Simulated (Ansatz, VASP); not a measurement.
## One calculation of BaTe, two programs

```
Ba Te
1.0
     0.00000    3.69028    3.48960
     3.69028    0.00000    3.48960
     3.69028    3.69028    0.00000
Ba Te
1 1
Direct
  0.00000 0.00000 0.00000
  0.50000 0.50000 0.50000
```

Change from the starting cell: epitaxial_xy strain +4.5%.

Alike in both runs: task single point; functional HSE06; k mesh 4 × 4 × 4; no spin polarisation.

|  | VASP | Ansatz |
| --- | --- | --- |
| version | VASP 6.6.1 | Ansatz 0.2.0 |
| potentials or method | VASP PAW PBE potentials, release 64 (Ba_sv, Te) | plane waves, PAW |
| plane-wave cutoff (eV) | 520 | 420 |
| occupations | gaussian, width 0.01 eV | fixed |
| valence electrons in the cell | 16 | 26 |

Ansatz gave:

| Property | Result |
| --- | --- |
| gap on the k mesh at the Fermi level (eV) | 2.42 |
| pressure (GPa) | -1.9 |
| traceless stress, the component that is largest in VASP (GPa) | 1.63 |

Problem. What did VASP give for the same quantities?

Solution. gap on the k mesh at the Fermi level (eV): 2.37; pressure (GPa): -1.7; traceless stress, the component that is largest in VASP (GPa): 1.72.

VASP's potentials hold 16 valence electrons a cell and Ansatz's 26, so a difference there can come from the potentials and not from the codes. Ansatz's warnings: stress exchange threshold loose, stress scf threshold loose.

Neither program's run includes spin-orbit coupling.
